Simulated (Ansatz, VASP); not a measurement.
One calculation of MgO, two programs

```
Mg O
1.0
     0.00000    2.05925    2.05925
     2.05925    0.00000    2.05925
     2.05925    2.05925    0.00000
Mg O
1 1
Cartesian
  0.0000 0.0000 0.0000
  2.0593 2.0593 2.0593
```

Alike in both runs: task single point; functional r2SCAN; k mesh 8 × 8 × 8; no spin polarisation.

```csv
,VASP,Ansatz
version,VASP 6.6.1,Ansatz 0.2.0
potentials or method,"VASP PAW PBE potentials, release 64 (Mg_sv, O)","plane waves, PAW"
plane-wave cutoff (eV),920,500
occupations,"gaussian, width 0.01 eV",fixed
valence electrons in the cell,16,16
```

|  | VASP | Ansatz | Ansatz less VASP |
| --- | --- | --- | --- |
| gap on the k mesh at the Fermi level (eV) | 6.35 | 6.34 | -0.013 |
| pressure (GPa) | 12.3 | 11.7 | -0.60 |

VASP's potentials were made for PBE, not for r2SCAN.
